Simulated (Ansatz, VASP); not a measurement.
## Al2O3 in VASP and in Ansatz

The input INCAR:

```
ALGO = Normal ; EDIFF = 1E-6
EDIFFG = -0.01 ; ENCUT = 520
GGA = PE ; IBRION = 2
ISIF = 2 ; ISMEAR = -1
LASPH = True ; LCHARG = False
LREAL = False ; LWAVE = False
NELM = 60 ; NSW = 60
PREC = Accurate ; SIGMA = 0.05
```

File KPOINTS:

```
k-points
0
Gamma
  9 9 3
```

The input POSCAR:

```
Al2O3
1.0
    2.8843249483      0.0000000000      0.0000000000
   -1.4421624742      2.4978986780      0.0000000000
    0.0000000000      0.0000000000      9.2433869154
Al O
2 3
Direct
    0.0000000000      0.0000000000      0.8500076700
    0.0000000000      0.0000000000      0.1499923300
    0.3333333333      0.6666666667      0.7776830800
    0.6666666667      0.3333333333      0.0000000000
    0.3333333333      0.6666666667      0.2223169200
```

File input.yaml:

```yaml
crystal:
  lattice:
    - [2.8843249483, 0.0, 0.0]
    - [-1.4421624742, 2.497898678, 0.0]
    - [0.0, 0.0, 9.2433869154]
  atoms:
    - { symbol: Al, position: [0.0, 0.0, 0.85000767] }
    - { symbol: Al, position: [0.0, 0.0, 0.14999233] }
    - { symbol: O, position: [0.3333333333, 0.6666666667, 0.77768308] }
    - { symbol: O, position: [0.6666666667, 0.3333333333, 0.0] }
    - { symbol: O, position: [0.3333333333, 0.6666666667, 0.22231692] }
hamiltonian:
  xc: pbe
  pseudopotentials: { kind: paw }
kpoints:
  mp_grid: { grid: [9, 9, 3] }
scf:
  occupations: { method: fermi_dirac, width: 0.05 }
output:
  forces: true
  stress: true
  eigenvalues: true
  write_density: true
  write_potential: true
  elf: true
  volumetric_format: npy
relax:
  f_tol: 0.01
  max_steps: 40
```

Alike in both runs: task relaxation of the atoms; functional PBE; k mesh 9 × 9 × 3; occupations fermi-dirac, width 0.05 eV; no spin polarisation.

|  | VASP | Ansatz |
| --- | --- | --- |
| version | VASP 6.6.1 | Ansatz 0.2.0 |
| potentials or method | VASP PAW PBE potentials, release 64 (Al, O) | Ansatz PAW |
| plane-wave cutoff (eV) | 520 | 420 |
| valence electrons in the cell | 24 | 24 |

VASP gave:

| Item | Value |
| --- | --- |
| gap on the k mesh at the Fermi level, each at its own relaxed structure (eV) | 4.76 |

**Question.** Estimate Ansatz's values.

**Answer.** gap on the k mesh at the Fermi level, each at its own relaxed structure (eV): 4.77.

Noted on Ansatz's run: odd divisions of the mesh miss points on the zone boundary, where band edges often lie, so the gap on the mesh can be too wide.
